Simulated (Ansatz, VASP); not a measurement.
# One calculation of Rh, two programs

```xyz
1
Lattice="0.0000 1.8819 1.8819 1.8819 0.0000 1.8819 1.8819 1.8819 0.0000" Properties=species:S:1:pos:R:3 pbc="T T T"
Rh    0.0000    0.0000    0.0000
```

Alike in both runs: task single point; functional PBE; k mesh 13 × 13 × 13; no spin polarisation.

|  | VASP | Ansatz |
| --- | --- | --- |
| version | VASP 6.6.1 | Ansatz 0.2.0 |
| potentials or method | VASP PAW PBE potentials, release 64 (Rh_pv), cutoff 500 eV | plane waves, PAW |
| occupations | methfessel-paxton of order 1, width 0.05 eV | cold, width 0.05 eV |
| valence electrons in the cell | 15 | 17 |

VASP gave:

- pressure (GPa): 15.6

Task: What did Ansatz give for the same quantities?

Result: Pressure (GPa): 15.4.

VASP's potentials hold 15 valence electrons a cell and Ansatz's 17, so a difference there can come from the potentials and not from the codes.
